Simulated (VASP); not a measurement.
# Mg (Fm-3m) in VASP: notebook

The runs below take Mg through electric field gradients, with LDA.

Program: VASP 6.6.1. These are calculated values, not measurements. Logs are shortened: lines on timing, memory, paths and dates and some standing lists are left out, and cuts for length are marked.

## (1) The cell of the first run

The structure is cubic, space group Fm-3m (No. 225). The conventional cell has a = 4.428 Å, b = 4.428 Å, c = 4.428 Å, α = 90.00°, β = 90.00°, γ = 90.00°. Within 4.1 Å of Mg (site symmetry m-3m) lie 12 Mg at 3.13 Å.

This isn't the form of Mg at room conditions, which is hcp.

## (2) Electric field gradients, LDA (21.70 Å³/atom)

Input file INCAR:

```
ALGO     = Normal         # electronic algorithm
EDIFF    = 1E-8           # SCF threshold, eV
ENCUT    = 520            # plane-wave cutoff, eV
GGA      = CA             # functional
ISIF     = 2              # what is computed and relaxed
ISMEAR   = -1             # smearing method
LASPH    = True           # aspherical terms in the spheres
LCHARG   = False          # write CHGCAR
LEFG     = True         
LREAL    = False          # projectors in reciprocal space
LWAVE    = False          # write WAVECAR
NBANDS   = 7              # bands
NELM     = 80             # most SCF steps
PREC     = Accurate       # precision mode
SIGMA    = 0.03           # smearing width, eV
```

Input file KPOINTS:

```
k-points
0
Gamma
  16 16 16
```

Input file POSCAR:

```
Mg
1.0
    0.0000000000      2.2139244980      2.2139244980
    2.2139244980      0.0000000000      2.2139244980
    2.2139244980      2.2139244980      0.0000000000
Mg
1
Direct
    0.0000000000      0.0000000000      0.0000000000
```

Potentials or basis: VASP PAW LDA potentials, release 64 (Mg).

On the command line:

```bash
$ cat potpaw_LDA.64/Mg/POTCAR > POTCAR
$ mpirun -np 1 vasp_std > vasp.out
```

OUTCAR:

```text
EDIFF = 1E-8
   ENCUT = 520
   GGA = CA
   ISIF = 2
   ISMEAR = -1
   LASPH = True
   LREAL = False
   NELM = 80
   PREC = Accurate

 ion  position               nearest neighbor table
   1  0.000  0.000  0.000-

  LATTYP: Found a face centered cubic cell.
 ALAT       =     4.4278489960

  Lattice vectors:

 A1 = (   0.0000000000,   2.2139244980,   2.2139244980)
 A2 = (   2.2139244980,   0.0000000000,   2.2139244980)
 A3 = (   2.2139244980,   2.2139244980,   0.0000000000)

Analysis of symmetry for initial positions (statically):
=====================================================================
 Subroutine PRICEL returns:
 Original cell was already a primitive cell.

 Routine SETGRP: Setting up the symmetry group for a
 face centered cubic supercell.

 Subroutine GETGRP returns: Found 48 space group operations
 (whereof 48 operations were pure point group operations)
 out of a pool of 48 trial point group operations.

The static configuration has the point symmetry O_h .

Analysis of symmetry for dynamics (positions and initial velocities):
=====================================================================
 Subroutine PRICEL returns:
 Original cell was already a primitive cell.

 Routine SETGRP: Setting up the symmetry group for a
 face centered cubic supercell.

 Subroutine GETGRP returns: Found 48 space group operations
 (whereof 48 operations were pure point group operations)
 out of a pool of 48 trial point group operations.

The dynamic configuration has the point symmetry O_h .

 Subroutine INISYM returns: Found 48 space group operations
 (whereof 48 operations are pure point group operations),
 and found     1 'primitive' translations

----------------------------------------------------------------------------------------

                                     Primitive cell

  volume of cell :      21.7029

  direct lattice vectors                    reciprocal lattice vectors
     0.000000000  2.213924498  2.213924498    -0.225843293  0.225843293  0.225843293
     2.213924498  0.000000000  2.213924498     0.225843293 -0.225843293  0.225843293
     2.213924498  2.213924498  0.000000000     0.225843293  0.225843293 -0.225843293

  length of vectors
     3.130962051  3.130962051  3.130962051     0.391172059  0.391172059  0.391172059

  position of ions in fractional coordinates (direct lattice)
     0.000000000  0.000000000  0.000000000

  ion indices of the primitive-cell ions
   primitive index   ion index
                 1           1

----------------------------------------------------------------------------------------

 KPOINTS: k-points

Automatic generation of k-mesh.
 Grid dimensions read from file:
 generate k-points for:   16   16   16

 Generating k-lattice:

  Cartesian coordinates                     Fractional coordinates (reciprocal lattice)
    -0.014115206  0.014115206  0.014115206     0.062500000  0.000000000  0.000000000
     0.014115206 -0.014115206  0.014115206     0.000000000  0.062500000  0.000000000
     0.014115206  0.014115206 -0.014115206     0.000000000  0.000000000  0.062500000

  Length of vectors
     0.024448254  0.024448254  0.024448254

  Shift w.r.t. Gamma in fractional coordinates (k-lattice)
     0.000000000  0.000000000  0.000000000

 Subroutine IBZKPT returns following result:
 ===========================================

 Found    145 irreducible k-points:

 Following reciprocal coordinates:
            Coordinates               Weight
  0.000000  0.000000  0.000000      1.000000
  0.062500  0.000000  0.000000      8.000000
  0.125000  0.000000  0.000000      8.000000
  0.187500  0.000000  0.000000      8.000000
  0.250000  0.000000  0.000000      8.000000
  0.312500  0.000000  0.000000      8.000000
[... 16 lines left out ...]
 -0.125000  0.062500  0.000000     24.000000
 -0.062500  0.062500  0.000000     12.000000
 [... further k-points ...]
   k-points           NKPTS =    145   k-points in BZ     NKDIM =    145   number of bands    NBANDS=      7
   number of dos      NEDOS =    301   number of ions     NIONS =      1
   total plane-waves  NPLWV =  13824
   dimension x,y,z NGX =    24 NGY =   24 NGZ =   24
   dimension x,y,z NGXF=    48 NGYF=   48 NGZF=   48
   ions per type =               1
   NGX,Y,Z   is equivalent  to a cutoff of  12.74, 12.74, 12.74 a.u.
   NGXF,Y,Z  is equivalent  to a cutoff of  25.49, 25.49, 25.49 a.u.
 SYSTEM =  unknown system
   PREC   = accura    normal or accurate (medium, high low for compatibility)
   ISTART =      0    job   : 0-new  1-cont  2-samecut
   ICHARG =      2    charge: 1-file 2-atom 10-const
   ISPIN  =      1    spin polarized calculation?
   LNONCOLLINEAR =      F non collinear calculations
   LSORBIT =      F    spin-orbit coupling
   LASPH  =      T    aspherical Exc in radial PAW
   ENCUT  =  520.0 eV  38.22 Ry    6.18 a.u.   5.82  5.82  5.82*2*pi/ulx,y,z
   NELM   =     80;   NELMIN=  2; NELMDL= -5     # of ELM steps
   EDIFF  = 0.1E-07   stopping-criterion for ELM
   LREAL  =      F    real-space projection
   EDIFFG = 0.1E-06   stopping-criterion for IOM
   NSW    =      0    number of steps for IOM
   IBRION =     -1    ionic relax: 0-MD 1-quasi-New 2-CG
   NFREE  =      0    steps in history (QN), initial steepest desc. (CG)
   ISIF   =      2    stress and relaxation
   ISYM   =      2    0-nonsym 1-usesym 2-fastsym
   POTIM  = 0.5000    time-step for ionic-motion
   TEBEG  =    0.0;   TEEND  =   0.0 temperature during run
   PSTRESS=    0.0 pullay stress
   NELECT =       2.0000    total number of electrons
   NUPDOWN=      -1.0000    fix difference up-down
   EMIN   =  10.00;   EMAX   =-10.00  energy-range for DOS
   EFERMI =   0.00;   METHOD = LEGACY
   ISMEAR =    -1;   SIGMA  =   0.03  broadening in eV -4-tet -1-fermi 0-gaus
   EFERMI_NEDOS =   21; number of points for ismear=-14 and -15
   IALGO  =     38    algorithm
   IMIX   =      4    mixing-type and parameters
     AMIX     =   0.40;   BMIX     =  1.00
     AMIX_MAG =   1.60;   BMIX_MAG =  1.00
  volume/ion in A,a.u.               =      21.70       146.46
  Fermi-wavevector in a.u.,A,eV,Ry     =   0.739455  1.397368  7.439589  0.546794
  Thomas-Fermi vector in A             =   1.833622
   LORBIT       =      0    0 simple, 1 ext, 2 COOP (PROOUT), +10 PAW based schemes
   GGA     = CA    functional components
   LHFCALC =     F    Hartree Fock is set to
   AEXX    =    0.0000 exact exchange contribution
   IVDW    =     0    specifies the selected vdW correction
   LEPSILON=     F    determine dielectric tensor
   LRPA    =     F    only Hartree local field effects (RPA)
 non-spin polarized calculation
  energy-cutoff  :      520.00
  volume of cell :       21.70
 maximum number of plane-waves:       604
   NGX = 11   NGY = 11   NGZ = 11

 number of electron       2.0000000 magnetization

 Free energy of the ion-electron system (eV)
  ---------------------------------------------------
  ext. energy  EPLUGINS =         0.00000000
  ---------------------------------------------------
  free energy    TOTEN  =        -1.79526572 eV

  energy without entropy =       -1.79340698  energy(sigma->0) =       -1.79433635

 E-fermi :   2.7379     XC(G=0):  -8.8630

 val. band max:        2.7029093596   @ k =  -0.3750   0.1875   0.0625
 cond. band min:       2.7403408572   @ k =  -0.4375   0.4375   0.0000
 fundamental gap:      0.0374314975
 Fermi energy:         2.7378655802

 k-point     1 :       0.0000    0.0000    0.0000
  band No.  band energies     occupation
      1      -4.3978      2.00000
      2      15.4057      0.00000
      3      15.4057      0.00000
      4      15.4057      0.00000
      5      17.5122      0.00000
      6      17.5122      0.00000
      7      17.5122      0.00000

 k-point     2 :       0.0625    0.0000    0.0000
  band No.  band energies     occupation
      1      -4.3077      2.00000
      2      14.0105      0.00000
      3      15.2084      0.00000
      4      15.2084      0.00000
      5      17.5724      0.00000
      6      17.8591      0.00000
      7      17.8591      0.00000

 k-point     3 :       0.1250    0.0000    0.0000
  band No.  band energies     occupation
      1      -4.0380      2.00000
      2      11.9171      0.00000
      3      14.8341      0.00000
      4      14.8341      0.00000
      5      17.3101      0.00000
      6      18.6795      0.00000
      7      18.6795      0.00000

 k-point     4 :       0.1875    0.0000    0.0000
  band No.  band energies     occupation
      1      -3.5903      2.00000
      2       9.8344      0.00000
      3      14.4936      0.00000
      4      14.4936      0.00000
      5      17.0065      0.00000
      6      18.6318      0.00000
      7      18.6318      0.00000

 k-point     5 :       0.2500    0.0000    0.0000
  band No.  band energies     occupation
      1      -2.9673      2.00000
      2       7.8472      0.00000
      3      14.2543      0.00000
      4      14.2543      0.00000
      5      16.7680      0.00000
      6      17.6043      0.00000
      7      17.6043      0.00000

 k-point     6 :       0.3125    0.0000    0.0000
  band No.  band energies     occupation
      1      -2.1725      2.00000
      2       5.9824      0.00000
      3      14.1347      0.00000
      4      14.1347      0.00000
      5      16.6429      0.00000
      6      16.7134      0.00000
      7      16.7134      0.00000

 k-point     7 :       0.3750    0.0000    0.0000
  band No.  band energies     occupation
      1      -1.2110      2.00000
      2       4.2534      0.00000
      3      14.1343      0.00000
      4      14.1343      0.00000
      5      15.9840      0.00000
      6      15.9840      0.00000
      7      16.6414      0.00000
[... 121 lines left out ...]
 k-point    20 :      -0.3125    0.0625    0.0000
  band No.  band energies     occupation
      1      -1.7924      2.00000
      2       5.4589      0.00000
      3      12.4719      0.00000
      4      14.9805      0.00000
      5      15.7130      0.00000
      6      16.5681      0.00000
      7      17.4887      0.00000

 k-point    21 :      -0.2500    0.0625    0.0000
  band No.  band energies     occupation
      1      -2.6426      2.00000
      2       7.2731      0.00000
      3      12.5582      0.00000
      4      15.2653      0.00000
      5      16.3322      0.00000
      6      17.2322      0.00000
      7      17.7386      0.00000

 k-point    22 :      -0.1875    0.0625    0.0000
  band No.  band energies     occupation
      1      -3.3227      2.00000
      2       9.2066      0.00000
      3      12.7946      0.00000
      4      15.4658      0.00000
      5      17.2864      0.00000
      6      17.5634      0.00000
      7      18.5512      0.00000

 k-point    23 :      -0.1250    0.0625    0.0000
  band No.  band energies     occupation
      1      -3.8288      2.00000
      2      11.2172      0.00000
      3      13.1941      0.00000
      4      15.6566      0.00000
      5      17.8221      0.00000
      6      18.1991      0.00000
      7      18.4283      0.00000

 k-point    24 :      -0.0625    0.0625    0.0000
  band No.  band energies     occupation
      1      -4.1578      2.00000
      2      13.0666      0.00000
      3      13.9097      0.00000
      4      15.6386      0.00000
      5      17.6798      0.00000
      6      17.9011      0.00000
      7      18.4800      0.00000

 [... further k-points ...]
[... 5 lines left out ...]
  --------------------------------------------------------------------------------------
  -------------------------------------------------------------------------------------
  Total       -0.0241726     -0.0241726     -0.0241726     -0.0000000     -0.0000000      0.0000000
  in kB       -1.7844926     -1.7844926     -1.7844926     -0.0000000     -0.0000000      0.0000000
  external PRESSURE =      -1.7844926 kB  Pullay stress =       0.0000000 kB

 VOLUME and BASIS-vectors are now :
 -----------------------------------------------------------------------------
  energy-cutoff  :      520.00
  volume of cell :       21.70
      direct lattice vectors                 reciprocal lattice vectors
     0.000000000  2.213924498  2.213924498    -0.225843293  0.225843293  0.225843293
     2.213924498  0.000000000  2.213924498     0.225843293 -0.225843293  0.225843293
     2.213924498  2.213924498  0.000000000     0.225843293  0.225843293 -0.225843293

 POSITION                                       TOTAL-FORCE (eV/Angst)
 -----------------------------------------------------------------------------------
      0.00000      0.00000      0.00000         0.000000      0.000000     -0.000000
 -----------------------------------------------------------------------------------
    total drift:                                0.000000     -0.000000     -0.000000

  FREE ENERGIE OF THE ION-ELECTRON SYSTEM (eV)
  ---------------------------------------------------
  free  energy   TOTEN  =        -1.7952657182 eV

  energy  without entropy=       -1.7934069784  energy(sigma->0) =       -1.79433635

 Electric field gradients (V/A^2)
---------------------------------------------------------------------
 ion       V_xx      V_yy      V_zz      V_xy      V_xz      V_yz
---------------------------------------------------------------------
   1      -0.000    -0.000    -0.000     0.000     0.000     0.000
---------------------------------------------------------------------

 Electric field gradients after diagonalization (V/A^2)
 (convention: |V_zz| > |V_xx| > |V_yy|)
----------------------------------------------------------------------
 ion       V_xx      V_yy      V_zz     asymmetry (V_yy - V_xx)/ V_zz
----------------------------------------------------------------------
   1      -0.000    -0.000     0.000       0.000
----------------------------------------------------------------------

           NMR quadrupolar parameters

 Cq : quadrupolar parameter    Cq=e*Q*V_zz/h
 eta: asymmetry parameters     (V_yy - V_xx)/ V_zz
 Q  : nuclear electric quadrupole moment in mb (millibarn)
----------------------------------------------------------------------
 ion       Cq(MHz)       eta       Q (mb)
----------------------------------------------------------------------
   1       0.000       0.000       1.000
----------------------------------------------------------------------
```

Run time: 15 s. Hardware: 1 thread of Intel Xeon 8259CL, shared host; peak memory 0.14 GiB.

What came out:

```yaml
Free_energy: -1.7953 eV
Pressure: -0.2 GPa
Band_gap_on_the_k_mesh: zero (bands 1 and 2 overlap by 2.80 eV)
Largest_electric_field_gradient_by_atom: under 0.05 V/Å² on every atom
```

## (3) Electric field gradients, LDA (21.70 Å³/atom)

Input file INCAR:

```
SYSTEM = Mg
PREC     = Accurate       ! precision mode
ENCUT    = 520            ! plane-wave cutoff, eV
EDIFF    = 1E-8           ! SCF threshold, eV
ISMEAR   = -1             ! smearing method
SIGMA    = 0.03           ! smearing width, eV
LREAL    = .False.        ! projectors in reciprocal space
LASPH    = .True.         ! aspherical terms in the spheres
NELM     = 80             ! most SCF steps
ALGO     = Normal         ! electronic algorithm
ISIF     = 2              ! what is computed and relaxed
LWAVE    = .False.        ! write WAVECAR
LCHARG   = .False.        ! write CHGCAR
LEFG     = .True.       
NBANDS   = 7              ! bands
```

Input file KPOINTS:

```
Automatic mesh
0
Gamma
  16 16 16
  0 0 0
```

POSCAR is that of step 2.

Potentials or basis: VASP PAW LDA potentials, release 64 (Mg).

On the command line:

```bash
$ cat potpaw_LDA.64/Mg/POTCAR > POTCAR
$ mpirun -np 1 vasp_std > vasp.out
```

OUTCAR:

```text
SYSTEM = Mg
   PREC = Accurate
   ENCUT = 520
   EDIFF = 1E-8
   ISMEAR = -1
   LREAL = .False.
   LASPH = .True.
   NELM = 80
   ISIF = 2

 ion  position               nearest neighbor table
   1  0.000  0.000  0.000-

  LATTYP: Found a face centered cubic cell.
 ALAT       =     4.4278489960

  Lattice vectors:

 A1 = (   0.0000000000,   2.2139244980,   2.2139244980)
 A2 = (   2.2139244980,   0.0000000000,   2.2139244980)
 A3 = (   2.2139244980,   2.2139244980,   0.0000000000)

Analysis of symmetry for initial positions (statically):
[... 445 lines left out ...]
  ---------------------------------------------------
  free  energy   TOTEN  =        -1.7952657182 eV

  energy  without entropy=       -1.7934069784  energy(sigma->0) =       -1.79433635

 Electric field gradients (V/A^2)
---------------------------------------------------------------------
 ion       V_xx      V_yy      V_zz      V_xy      V_xz      V_yz
---------------------------------------------------------------------
   1      -0.000    -0.000    -0.000     0.000     0.000     0.000
---------------------------------------------------------------------

 Electric field gradients after diagonalization (V/A^2)
 (convention: |V_zz| > |V_xx| > |V_yy|)
----------------------------------------------------------------------
 ion       V_xx      V_yy      V_zz     asymmetry (V_yy - V_xx)/ V_zz
----------------------------------------------------------------------
   1      -0.000    -0.000     0.000       0.000
----------------------------------------------------------------------

           NMR quadrupolar parameters

 Cq : quadrupolar parameter    Cq=e*Q*V_zz/h
 eta: asymmetry parameters     (V_yy - V_xx)/ V_zz
 Q  : nuclear electric quadrupole moment in mb (millibarn)
----------------------------------------------------------------------
 ion       Cq(MHz)       eta       Q (mb)
----------------------------------------------------------------------
   1       0.000       0.000       1.000
----------------------------------------------------------------------
```

It took 14 s on 1 thread of Intel Xeon 8259CL, shared host; peak memory 0.14 GiB.

Results:

```yaml
Free_energy: -1.7953 eV
Pressure: -0.2 GPa
Band_gap_on_the_k_mesh: zero (bands 1 and 2 overlap by 2.80 eV)
Largest_electric_field_gradient_by_atom: under 0.05 V/Å² on every atom
```

Levels at points of the mesh, in eV from the Fermi level:
```tsv
k point	band 1	band 2	band 3	band 4	band 5	band 6
(0.00, 0.00, 0.00)	-7.14	12.67	12.67	12.67	14.77	14.77
(0.50, 0.00, 0.00)	-1.75	-1.30	11.56	11.56	12.49	12.49
(0.50, 0.50, 0.00)	-0.21	0.84	6.24	7.19	7.19	10.20
```

[end of part 1 of 2]

The gap in the log of VASP goes by the Fermi energy; the results here count the filled bands.